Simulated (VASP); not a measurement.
Here is a VASP 6.6.1 calculation.

The input POSCAR:

```
SnAuI3
1.0
    5.9348942700      0.0000000000      0.0000000000
    0.0000000000      5.9348942700      0.0000000000
    0.0000000000      0.0000000000      5.9348942700
Sn I Au
1 3 1
Direct
    0.5000000000      0.5000000000      0.5000000000
    0.0000000000      0.5000000000      0.5000000000
    0.5000000000      0.0000000000      0.5000000000
    0.5000000000      0.5000000000      0.0000000000
    0.0000000000      0.0000000000      0.0000000000
```

File INCAR.step1:

```
SYSTEM = SnAuI3
  PREC = Accurate
  ENCUT = 520
  ISMEAR = -1
  SIGMA = 0.1
  LREAL = .FALSE.
  LASPH = .TRUE.
  NELM = 80
  NBANDS = 31
  GGA = PE
  ALGO = Normal
  EDIFF = 1E-4
  LWAVE = .TRUE.
  LCHARG = .FALSE.
```

INCAR.step2

```
SYSTEM = SnAuI3
  PREC = Accurate
  ENCUT = 520
  EDIFF = 1E-7
  ISMEAR = -1
  SIGMA = 0.1
  LREAL = .FALSE.
  LASPH = .TRUE.
  NELM = 80
  ALGO = Normal
  ISIF = 2
  LWAVE = .FALSE.
  LCHARG = .FALSE.
  METAGGA = R2SCAN
  LMIXTAU = .TRUE.
  NBANDS = 31
  ISTART = 1
```

The input KPOINTS:

```
regular mesh
0
G
  6 6 6
  0 0 0
```

Potentials or basis: VASP PAW PBE potentials, release 64 (Sn_d, I, Au).

Run with:

```sh
$ cat potpaw_PBE.64/Sn_d/POTCAR potpaw_PBE.64/I/POTCAR potpaw_PBE.64/Au/POTCAR > POTCAR
$ cp INCAR.step1 INCAR
$ mpirun -np 1 vasp_std > vasp.out
$ cp INCAR.step2 INCAR
$ mpirun -np 1 vasp_std > vasp.out
```

(1) Predict the band gap on the k mesh.

(2) What does it give for the pressure?

## Answers

(1) zero (bands 23 and 24 overlap by 0.80 eV).

(2) 0.0 GPa.

Caveat: the PAW data sets were made with another functional, which shifts forces and pressure a little; spin-orbit coupling is left out, which moves the levels of the heavy elements.
